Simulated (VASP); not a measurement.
Crystal: LiCl.

```
Li Cl
1.0
     0.00000    2.73304    2.73304
     2.73304    0.00000    2.73304
     2.73304    2.73304    0.00000
Li Cl
1 1
Cartesian
  0.0000 0.0000 0.0000
  1.3665 1.3665 1.3665
```

Base run:

- Program: VASP 6.6.1
- Functional: PBE0
- Potentials or basis: VASP PAW PBE potentials, release 64 (Li_sv, Cl)
- Cutoff: 520 eV
- k mesh: 6 × 6 × 6
- Occupations: gaussian, width 0.01 eV
- Spin: no spin polarisation

Its results: band gap on the k mesh 8.12 eV, direct.

After a change of settings the same cell gave: band gap on the k mesh 6.06 eV, direct. Which change was it?
A. functional from PBE0 to PBE; k mesh from 6 × 6 × 6 to 8 × 8 × 8
B. functional from PBE0 to HSE06
C. functional from PBE0 to r2SCAN

A.
